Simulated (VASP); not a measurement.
CdF2: single point with PBE

Crystal: CdF2.

```xyz
3
Lattice="0.0000 2.6536 2.6132 2.6536 0.0000 2.6132 2.6536 2.6536 0.0000" Properties=species:S:1:pos:R:3 pbc="T T T"
Cd    0.0000    0.0000    0.0000
F     1.3268    1.3268    1.3066
F     3.9804    3.9804    3.9198
```

This cell differs from its parent crystal: strain -0.015 along x and y, -0.030 along z.

| Property | Result |
| --- | --- |
| Program | VASP 6.6.1 |
| Task | single point |
| Functional | PBE |
| Potentials or basis | VASP PAW PBE potentials, release 64 (Cd_sv_GW, F) |
| Cutoff | 700 eV |
| k mesh | 8 × 8 × 8 |
| Occupations | gaussian, width 0.05 eV |
| Spin | no spin polarisation |
| Dipole correction | no |
| Further INCAR settings | ALGO = Normal; EDIFF = 1e-06; NBANDS = 24 |

| Quantity | Value |
| --- | --- |
| Pressure | 13.3 GPa |
| Band gap on the k mesh | 3.30 eV (least direct gap 3.71 eV) |

Stress tensor (GPa, compression positive):
```
12.72  0.00  0.00
 0.00 12.72  0.00
 0.00  0.00 14.47
```

Levels at points of the mesh, in eV from the valence-band top:
| k point | band 13 | band 14 | band 15 | band 16 | band 17 | band 18 | band 19 | band 20 | band 21 | band 22 |
| --- | --- | --- | --- | --- | --- | --- | --- | --- | --- | --- |
| (0.00, 0.00, 0.00) | -1.20 | -1.06 | -0.46 | -0.41 | -0.41 | 3.30 | 12.96 | 12.99 | 12.99 | 18.21 |
| (0.50, 0.00, 0.00) | -2.57 | -2.11 | -2.07 | -0.36 | -0.36 | 7.65 | 9.34 | 14.98 | 15.11 | 18.53 |
| (0.50, 0.50, 0.00) | -3.32 | -3.13 | -0.58 | -0.12 | -0.12 | 8.49 | 9.98 | 12.06 | 14.78 | 14.78 |
| (0.50, 0.00, 0.50) | -3.26 | -3.17 | -0.68 | -0.12 | -0.07 | 8.53 | 10.02 | 12.05 | 14.75 | 14.95 |

Wall time 65 s on 1 thread of Intel(R) Xeon(R) 6975P-C (Granite Rapids), with other jobs on the host, peak memory 0.24 GiB.

Caveat: the cell differs from its parent crystal (strain -0.015 along x and y, -0.030 along z); the cell stands under pressure. A k mesh can miss the band edges.
